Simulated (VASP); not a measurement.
AlFe, 2 atoms in the cell. It takes space group Pm-3m (No. 221, cubic). Conventional cell: a = 2.910 Å, b = 2.910 Å, c = 2.910 Å, α = 90.00°, β = 90.00°, γ = 90.00°. Within 3.3 Å of Al (site symmetry m-3m) lie 8 Fe at 2.52 Å and 6 Al at 2.91 Å. Fe (site symmetry m-3m) has 8 Al at 2.52 Å and 6 Fe at 2.91 Å within 3.3 Å. 

| Property | Result |
| --- | --- |
| Program | VASP 6.6.1 |
| Task | single point |
| Functional | PBE |
| Potentials or basis | VASP PAW PBE potentials, release 64 (Al, Fe) |
| Cutoff | 520 eV |
| k mesh | 11 × 11 × 11 |
| Occupations | fermi-dirac, width 0.1 eV |
| Spin | collinear spin, ferromagnetic start |
| Starting moments | [0.0, 3.0] μB |
| Dipole correction | no |
| Further INCAR settings | ALGO = Normal; EDIFF = 1e-06; NBANDS = 16 |

Potentials or basis: VASP PAW PBE potentials, release 64 (Al, Fe).

Run with:

```bash
$ cat potpaw_PBE.64/Al/POTCAR potpaw_PBE.64/Fe/POTCAR > POTCAR
$ mpirun -np 1 vasp_std > vasp.out
```

Hardware: 1 thread of Intel(R) Xeon(R) Platinum 8559C (Emerald Rapids) (shared host).

Estimate the wall time of this run.

Wall time 16 s on 1 thread of Intel(R) Xeon(R) Platinum 8559C (Emerald Rapids), with other jobs on the host, peak memory 0.17 GiB. Counts: scf iterations 14, k points 56.
